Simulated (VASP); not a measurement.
Runs of VASP 6.6.1 on C. The structure is that of space group I4/mmm (No. 139), or close to it. The cells are those of the table. 

```tsv
task	spin	cell	k mesh	cutoff (eV)	gap on the mesh (eV)	pressure (GPa)	moment (μB)	relaxed volume (Å³/atom)
single point	collinear, ferromagnetic start	a = 2.964 Å, angles 116.5, 116.5, 96.1°, 3 atoms	8 × 8 × 8	520	none	0.4	0.00	-
single point	off	a = 2.777 Å, angles 115.8, 115.8, 97.5°, 3 atoms	8 × 8 × 8	520	none	69.2	-	-
single point	collinear, ferromagnetic start	a = 2.777 Å, angles 115.8, 115.8, 97.5°, 3 atoms	8 × 8 × 8	520	none	69.2	0.00	-
single point	off	a = 2.964 Å, angles 116.5, 116.5, 96.1°, 3 atoms	8 × 8 × 8	520	none	0.4	-	-
relaxation of cell and atoms	off	relaxed from a = 2.777 Å, angles 115.8, 115.8, 97.5°, 3 atoms	8 × 8 × 8	600	none	0.0	-	6.43
single point	off	a = 3.022 Å, angles 118.4, 118.4, 92.8°, 3 atoms	20 × 20 × 20	520	none	(a)	-	-
relaxation of cell and atoms	off	relaxed from a = 2.964 Å, angles 116.5, 116.5, 96.1°, 3 atoms	20 × 20 × 20	600	none	-0.1	-	6.66
```

Alike in all rows: level PBE; potentials or basis VASP PAW PBE potentials, release 64 (C); smearing gaussian 0.1 eV.

Question: Estimate the missing entries.

Answer: (a) 0.2.

Caveats: some runs use coarse meshes; the volume moved by over 15 % at a fixed basis, so the end points are rough (some runs).

A gap of «none» marks levels without a gap at the run's occupations.
